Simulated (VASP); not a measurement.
Input of a VASP 6.6.1 run:

Contents of POSCAR:

```
BaO
1.0
    0.0000000000      2.7719426816      2.7719426816
    2.7719426816      0.0000000000      2.7719426816
    2.7719426816      2.7719426816      0.0000000000
Ba O
1 1
Direct
    0.0000000000      0.0000000000      0.0000000000
    0.5000000000      0.5000000000      0.5000000000
```

Contents of INCAR.step1:

```
SYSTEM = BaO
PREC = Accurate
ENCUT = 660
ISMEAR = 0
SIGMA = 0.01
LREAL = .FALSE.
LASPH = .TRUE.
NELM = 200
MAGMOM = 0 0 0 0 0 0
LSORBIT = .TRUE.
GGA_COMPAT = .FALSE.
NBANDS = 28
GGA = PE
ALGO = Normal
EDIFF = 1E-5
LWAVE = .TRUE.
LCHARG = .FALSE.
```

The input INCAR.step2:

```
SYSTEM = BaO
PREC = Accurate
ENCUT = 660
EDIFF = 1E-6
ISMEAR = 0
SIGMA = 0.01
LREAL = .FALSE.
LASPH = .TRUE.
NELM = 200
ALGO = Normal
ISIF = 2
LWAVE = .FALSE.
LCHARG = .TRUE.
MAGMOM = 0 0 0 0 0 0
LORBIT = 11
LSORBIT = .TRUE.
GGA_COMPAT = .FALSE.
LORBMOM = .TRUE.
METAGGA = R2SCAN
LMIXTAU = .TRUE.
LVHAR = .TRUE.
NBANDS = 28
ISTART = 1
```

Contents of KPOINTS:

```
regular mesh
0
G
  8 8 8
  0 0 0
```

Potentials or basis: VASP PAW PBE potentials, release 64 (Ba_sv, O).

Command:

```console
$ cat potpaw_PBE.64/Ba_sv/POTCAR potpaw_PBE.64/O/POTCAR > POTCAR
$ cp INCAR.step1 INCAR
$ mpirun -np 1 vasp_ncl > vasp.out
$ cp INCAR.step2 INCAR
$ mpirun -np 1 vasp_ncl > vasp.out
```

Estimate the net moment.

0.00 μB per cell.

Predict the pressure.

1.6 GPa.

Moments on the atoms (μB; x, y, z):
```
Ba  0.00 0.00 0.00
O   0.00 0.00 0.00
```

Caveat: the PAW data sets were made with another functional, which shifts forces and pressure a little.
